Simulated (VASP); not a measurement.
Sc, 2 atoms in the cell. Symmetry: Fd-3m, No. 227, cubic system. Conventional cell: a = 6.357 Å, b = 6.357 Å, c = 6.357 Å, α = 90.00°, β = 90.00°, γ = 90.00°. Within 3.6 Å of Sc (site symmetry -43m) lie 4 Sc at 2.75 Å. 

```yaml
Program: VASP 6.6.1
Task: single point
Functional: r2SCAN
Potentials_or_basis: VASP PAW PBE potentials, release 64 (Sc_sv)
Cutoff: 520 eV
k_mesh: 9 × 9 × 9
Occupations: fermi-dirac, width 0.1 eV
Spin: no spin polarisation
Dipole_correction: no
Further_INCAR_settings: ALGO = Normal; EDIFF = 1e-07; NBANDS = 18
```

Potentials or basis: VASP PAW PBE potentials, release 64 (Sc_sv).

Launch:

```bash
$ cat potpaw_PBE.64/Sc_sv/POTCAR > POTCAR
$ cp INCAR.step1 INCAR
$ mpirun -np 1 vasp_std > vasp.out
$ cp INCAR.step2 INCAR
$ mpirun -np 1 vasp_std > vasp.out
```

Hardware: 1 thread of Intel(R) Xeon(R) 6975P-C (Granite Rapids), on a shared host.

Task: Estimate the wall time of this run.

Result: Wall time 110 s on 1 thread of Intel(R) Xeon(R) 6975P-C (Granite Rapids), on a shared host, peak memory 0.22 GiB. Counts: k points 35.
